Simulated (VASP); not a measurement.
Write the native input for VASP 6.6.1 that does the following.

```yaml
Task: relaxation of cell and atoms
Functional: PBE
Potentials_or_basis: VASP PAW PBE potentials, release 64 (Si, C)
Cutoff: 600 eV
k_mesh: 6 × 6 × 2
Occupations: gaussian, width 0.1 eV
Spin: no spin polarisation
Dipole_correction: no
Further_INCAR_settings: ALGO = Normal; EDIFF = 1e-06; IBRION = 2; EDIFFG = -0.04; NSW = 90; ISIF = 3
```

The structure of Si2C3 lies in POSCAR:

```
Si2C3
1.0
    2.7663867881      0.0000000000      0.0000000000
   -1.3831933940      2.3957612352      0.0000000000
    0.0000000000      0.0000000000     14.0373298574
Si C
4 6
Direct
    0.6666666667      0.3333333333      0.8159082970
    0.6666666667      0.3333333333      0.0000000000
    0.6666666667      0.3333333333      0.1840917030
    0.3333333333      0.6666666667      0.5000000000
    0.6666666667      0.3333333333      0.3242411265
    0.6666666667      0.3333333333      0.6757588735
    0.3333333333      0.6666666667      0.6426177790
    0.3333333333      0.6666666667      0.8733638109
    0.3333333333      0.6666666667      0.1266361891
    0.3333333333      0.6666666667      0.3573822210
```

These files were run (other wordings do the same):

INCAR

```
SYSTEM = Si2C3
  PREC = Accurate
  ENCUT = 600
  EDIFF = 1E-6
  ISMEAR = 0
  SIGMA = 0.1
  LREAL = .False.
  LASPH = .True.
  NELM = 60
  ALGO = Normal
  ISIF = 3
  LWAVE = .False.
  LCHARG = .False.
  GGA = PE
  IBRION = 2
  NSW = 90
  EDIFFG = -0.04
```

KPOINTS

```
regular mesh
0
Gamma
  6 6 2
  0 0 0
```

Potentials or basis: VASP PAW PBE potentials, release 64 (Si, C).

Command:

```bash
$ cat potpaw_PBE.64/Si/POTCAR potpaw_PBE.64/C/POTCAR > POTCAR
$ mpirun -np 1 vasp_std > vasp.out
```

It gave:

```json
{
 "Relaxed volume": "9.25 Å³/atom",
 "Relaxed cell": "a = 2.766 Å, b = 2.766 Å, c = 13.958 Å, α = 90.00°, β = 90.00°, γ = 120.00°",
 "Space group after relaxing (to 0.1 Å)": "P-6m2 (No. 187)",
 "Energy gained by relaxing": "1.3 meV/atom",
 "Ionic steps": "12",
 "Pressure after relaxing": "0.0 GPa",
 "Largest force after relaxing": "0.025 eV/Å",
 "Band gap on the k mesh": "zero (bands 20 and 21 overlap by 4.23 eV)"
}
```

Caveat: the k points lie up to 0.44 Å⁻¹ apart in the final cell, too coarse for converged energies and pressures of a metal.

It took 5.3 min on 1 thread of Intel(R) Xeon(R) Platinum 8375C CPU @ 2.90GHz (Ice Lake), with other jobs on the host, peak memory 0.25 GiB.
